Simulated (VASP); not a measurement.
# Li2S (Fm-3m) in VASP: notebook, part 2 of 2

VASP 6.6.1. Earlier steps stand in the parts before.

## (3) Elastic constants, PBEsol

This run uses another cell than the first one, of 12.70 Å³/atom.

File INCAR:

```
PREC = Accurate
ENCUT = 750
EDIFF = 1E-8
ISMEAR = 0
SIGMA = 0.01
LREAL = F
LASPH = T
NELM = 120
ALGO = Normal
ISIF = 3
LWAVE = F
LCHARG = T
GGA = PS
NBANDS = 13
IBRION = 6
NFREE = 2
POTIM = 0.015
NSW = 1
GGA_COMPAT = F
```

File KPOINTS:

```
Automatic mesh
0
Gamma
  8 8 8
```

File POSCAR:

```
Li2S
1.0
    0.0000000000      2.6710725850      2.6710725850
    2.6710725850      0.0000000000      2.6710725850
    2.6710725850      2.6710725850      0.0000000000
Li S
2 1
Direct
    0.2500000000      0.2500000000      0.2500000000
    0.7500000000      0.7500000000      0.7500000000
    0.0000000000      0.0000000000      0.0000000000
```

Potentials or basis: VASP PAW PBE potentials, release 64 (Li_sv, S).

Command:

```bash
$ cat potpaw_PBE.64/Li_sv/POTCAR potpaw_PBE.64/S/POTCAR > POTCAR
$ mpirun -np 1 vasp_std > vasp.out
```

OUTCAR:

```text
PREC = Accurate
   ENCUT = 750
   EDIFF = 1E-8
   ISMEAR = 0
   LREAL = F
   LASPH = T
   NELM = 120
   ISIF = 3
   GGA = PS
   IBRION = 6
   NFREE = 2
   POTIM = 0.015
   NSW = 1

 ion  position               nearest neighbor table
   1  0.250  0.250  0.250-   3 2.31   3 2.31   3 2.31   3 2.31
   2  0.750  0.750  0.750-   3 2.31   3 2.31   3 2.31   3 2.31
   3  0.000  0.000  0.000-   2 2.31   2 2.31   2 2.31   1 2.31   1 2.31   1 2.31   2 2.31   1 2.31

  LATTYP: Found a face centered cubic cell.
 ALAT       =     5.3421451700

  Lattice vectors:

 A1 = (   0.0000000000,   2.6710725850,   2.6710725850)
 A2 = (   2.6710725850,   0.0000000000,   2.6710725850)
 A3 = (   2.6710725850,   2.6710725850,   0.0000000000)

Analysis of symmetry for initial positions (statically):
=====================================================================
 Subroutine PRICEL returns:
 Original cell was already a primitive cell.

 Routine SETGRP: Setting up the symmetry group for a
 face centered cubic supercell.

 Subroutine GETGRP returns: Found 48 space group operations
 (whereof 48 operations were pure point group operations)
 out of a pool of 48 trial point group operations.

The static configuration has the point symmetry O_h .

Analysis of symmetry for dynamics (positions and initial velocities):
=====================================================================
 Subroutine PRICEL returns:
 Original cell was already a primitive cell.

 Routine SETGRP: Setting up the symmetry group for a
 face centered cubic supercell.

 Subroutine GETGRP returns: Found 48 space group operations
 (whereof 48 operations were pure point group operations)
 out of a pool of 48 trial point group operations.

The dynamic configuration has the point symmetry O_h .

 Subroutine INISYM returns: Found 48 space group operations
 (whereof 48 operations are pure point group operations),
 and found     1 'primitive' translations

----------------------------------------------------------------------------------------

                                     Primitive cell

  volume of cell :      38.1142

  direct lattice vectors                    reciprocal lattice vectors
     0.000000000  2.671072585  2.671072585    -0.187190720  0.187190720  0.187190720
     2.671072585  0.000000000  2.671072585     0.187190720 -0.187190720  0.187190720
     2.671072585  2.671072585  0.000000000     0.187190720  0.187190720 -0.187190720

  length of vectors
     3.777467076  3.777467076  3.777467076     0.324223838  0.324223838  0.324223838

  position of ions in fractional coordinates (direct lattice)
     0.250000000  0.250000000  0.250000000
     0.750000000  0.750000000  0.750000000
     0.000000000  0.000000000  0.000000000
[... 319 lines left out ...]
  ext. energy  EPLUGINS =         0.00000000
  ---------------------------------------------------
  free energy    TOTEN  =       -12.17692513 eV

  energy without entropy =      -12.17692513  energy(sigma->0) =      -12.17692513

 E-fermi :   2.8860     XC(G=0):  -9.3964

 val. band max:        2.7490002880   @ k =   0.0000   0.0000   0.0000
 cond. band min:       5.7704920467   @ k =   0.5000   0.5000   0.0000
 fundamental gap:      3.0214917588
 Fermi energy:         2.8859560942

 k-point     1 :       0.0000    0.0000    0.0000
  band No.  band energies     occupation
      1     -40.4849      2.00000
      2     -40.3892      2.00000
      3      -8.8507      2.00000
      4       2.7481      2.00000
      5       2.7481      2.00000
      6       2.7490      2.00000
      7       7.9085      0.00000
      8       8.9119      0.00000
      9       8.9123      0.00000
     10       8.9123      0.00000
     11      14.3726      0.00000
     12      14.3743      0.00000
     13      15.9671      0.00000
[... 354 lines left out ...]
  band No.  band energies     occupation
      1     -40.4341      2.00000
      2     -40.4340      2.00000
      3      -8.1507      2.00000
      4      -0.5294      2.00000
      5       1.1678      2.00000
      6       1.5341      2.00000
      7       8.6658      0.00000
      8       9.8621      0.00000
      9      11.7820      0.00000
     10      12.4733      0.00000
     11      13.8751      0.00000
     12      15.4901      0.00000
     13      17.2499      0.00000

 [... further k-points ...]

------------------------ aborting loop because EDIFF is reached ----------------------------------------

  FORCE on cell =-STRESS in cart. coord.  units (eV):
  Direction    XX          YY          ZZ          XY          YZ          ZX
  --------------------------------------------------------------------------------------
  -------------------------------------------------------------------------------------
  Total        2.3973884      2.4001253      2.4001253     -0.0000000      0.0000000     -0.0000000
  in kB      100.7771130    100.8921617    100.8921617     -0.0000000      0.0000000     -0.0000000
  external PRESSURE =     100.8538122 kB  Pullay stress =       0.0000000 kB
[... 18 lines left out ...]
  FREE ENERGIE OF THE ION-ELECTRON SYSTEM (eV)
  ---------------------------------------------------
  free  energy   TOTEN  =       -12.1769251299 eV

  energy  without entropy=      -12.1769251299  energy(sigma->0) =      -12.17692513

 INTERNAL STRAIN TENSORS FROM STRAINED CELLS
 ============================================

 INTERNAL STRAIN TENSOR FOR ION    1 for displacements in x,y,z  (eV/Angst):
          X           Y           Z          XY          YZ          ZX
  --------------------------------------------------------------------------------
  x    -0.00000    -0.00000    -0.00000    -0.00000    -3.69848     0.00000
  y    -0.00000     0.00000    -0.00000    -0.00000    -0.00000    -3.69815
  z     0.00000    -0.00000    -0.00000    -3.69778     0.00000     0.00000

 INTERNAL STRAIN TENSORS FROM DISPLACED ATOMS
 ============================================

 INTERNAL STRAIN TENSOR FOR ION    1 for displacements in x,y,z  (eV/Angst):
          X           Y           Z          XY          YZ          ZX
  --------------------------------------------------------------------------------
  x    -0.00000     0.00000     0.00000     0.00000    -3.69734     0.00000
  y     0.00000    -0.00000     0.00000     0.00000     0.00000    -3.69734
  z     0.00000     0.00000    -0.00000    -3.69734     0.00000     0.00000

 INTERNAL STRAIN TENSOR FOR ION    3 for displacements in x,y,z  (eV/Angst):
          X           Y           Z          XY          YZ          ZX
  --------------------------------------------------------------------------------
  x     0.00000     0.00000     0.00000     0.00000     0.00000     0.00000
  y     0.00000     0.00000     0.00000     0.00000     0.00000     0.00000
  z     0.00000     0.00000     0.00000     0.00000     0.00000     0.00000

 Eigenvectors and eigenvalues of the dynamical matrix
 ----------------------------------------------------

   1 f  =   14.211399 THz    89.292855 2PiTHz  474.041254 cm-1    58.773598 meV
             X         Y         Z           dx          dy          dz
      1.335536  1.335536  1.335536    -0.027935   -0.363589    0.605824
      4.006609  4.006609  4.006609     0.027935    0.363589   -0.605824
      0.000000  0.000000  0.000000    -0.000000    0.000000    0.000000
[... 43 lines left out ...]
   9 f/i=    0.002808 THz     0.017645 2PiTHz    0.093674 cm-1     0.011614 meV
             X         Y         Z           dx          dy          dz
      1.335536  1.335536  1.335536    -0.118411    0.332235    0.166740
      4.006609  4.006609  4.006609    -0.118411    0.332235    0.166740
      0.000000  0.000000  0.000000    -0.253138    0.710249    0.356455

--------------------------------------------------------------------------------------------------------

 ELASTIC MODULI CONTR FROM IONIC RELAXATION (kBar)
 Direction    XX          YY          ZZ          XY          YZ          ZX
 --------------------------------------------------------------------------------
 XX          -0.0000      0.0000      0.0000      0.0000     -0.0000      0.0000
 YY           0.0000     -0.0000      0.0000      0.0000      0.0000     -0.0000
 ZZ           0.0000      0.0000     -0.0000     -0.0000      0.0000      0.0000
 XY           0.0000      0.0000     -0.0000   -198.4001      0.0000     -0.0000
 YZ          -0.0000      0.0000      0.0000      0.0000   -198.4001     -0.0000
 ZX           0.0000     -0.0000      0.0000     -0.0000     -0.0000   -198.4001
 --------------------------------------------------------------------------------

 TOTAL ELASTIC MODULI (kBar)
 Direction    XX          YY          ZZ          XY          YZ          ZX
 --------------------------------------------------------------------------------
 XX        1178.7302    450.3694    450.3694     -0.0000      0.0000     -0.0000
 YY         450.3694   1178.7302    450.3694      0.0000     -0.0000     -0.0000
 ZZ         450.3694    450.3694   1178.7302      0.0000      0.0000      0.0000
 XY          -0.0000      0.0000      0.0000    463.7939      0.0000     -0.0000
 YZ           0.0000     -0.0000      0.0000      0.0000    463.7939     -0.0000
 ZX          -0.0000     -0.0000      0.0000     -0.0000     -0.0000    463.7939
 --------------------------------------------------------------------------------
```

It took 30 min on 1 thread of Oxide Virtual Turin-like, shared host; peak memory 0.32 GiB.

What came out:

- Elastic constants C11, C12, C44: 118, 45, 46 GPa
- Voigt bulk modulus: 69 GPa
- Highest phonon frequency at Γ, LO-TO splitting left out: 474 cm⁻¹

Phonon frequencies in cm⁻¹ (negative: imaginary):
| q point | frequencies |
| --- | --- |
| (0.000, 0.000, 0.000) | 0 0 0 446 446 446 474 474 474 |

Elastic tensor in Voigt notation (GPa, in the Cartesian axes of the cell as first typed):
```
118  45  45   0   0   0
 45 118  45   0   0   0
 45  45 118   0   0   0
  0   0   0  46   0   0
  0   0   0   0  46   0
  0   0   0   0   0  46
```

Clamped-ion elastic tensor (GPa):
```
118  45  45   0   0   0
 45 118  45   0   0   0
 45  45 118   0   0   0
  0   0   0  66   0   0
  0   0   0   0  66   0
  0   0   0   0   0  66
```

Caveat: the cell is under stress, which shifts elastic constants; the PAW data sets were made with another functional, which shifts forces and pressure a little.

## (4) Elastic constants, PBEsol

This run uses another cell than the first one, of 13.24 Å³/atom.

File INCAR:

```
SYSTEM = Li2S
PREC = Accurate
ENCUT = 750
EDIFF = 1E-8
ISMEAR = 0
SIGMA = 0.01
LREAL = .False.
LASPH = .True.
NELM = 120
ALGO = Normal
ISIF = 3
LWAVE = .False.
LCHARG = .True.
GGA = PS
NBANDS = 13
IBRION = 6
NFREE = 2
POTIM = 0.015
NSW = 1
GGA_COMPAT = .False.
```

File KPOINTS:

```
regular mesh
0
Gamma
  8 8 8
  0 0 0
```

File POSCAR:

```
Li2S
1.0
    0.0000000000      2.7081260283      2.7081260283
    2.7081260283      0.0000000000      2.7081260283
    2.7081260283      2.7081260283      0.0000000000
Li S
2 1
Direct
    0.2500000000      0.2500000000      0.2500000000
    0.7500000000      0.7500000000      0.7500000000
    0.0000000000      0.0000000000      0.0000000000
```

Command:

```bash
$ cat potpaw_PBE.64/Li_sv/POTCAR potpaw_PBE.64/S/POTCAR > POTCAR
$ mpirun -np 1 vasp_std > vasp.out
```

Wall time 31 min (1 thread of Oxide Virtual Turin-like, shared host); peak memory 0.32 GiB.

Results (log left out):

* Elastic constants C11, C12, C44: 109, 38, 44 GPa
* Voigt bulk modulus: 62 GPa
* Highest phonon frequency at Γ, LO-TO splitting left out: 451 cm⁻¹

Phonon frequencies in cm⁻¹ (negative: imaginary):
| q point | frequencies |
| --- | --- |
| (0.000, 0.000, 0.000) | 0 0 0 418 418 418 451 451 451 |

Elastic tensor in Voigt notation (GPa, in the Cartesian axes of the cell as first typed):
```
109  38  38   0   0   0
 38 109  38   0   0   0
 38  38 109   0   0   0
  0   0   0  44   0   0
  0   0   0   0  44   0
  0   0   0   0   0  44
```

Clamped-ion elastic tensor (GPa):
```
109  38  38   0   0   0
 38 109  38   0   0   0
 38  38 109   0   0   0
  0   0   0  58   0   0
  0   0   0   0  58   0
  0   0   0   0   0  58
```

Caveat: the cell is under stress, which shifts elastic constants; the PAW data sets were made with another functional, which shifts forces and pressure a little.
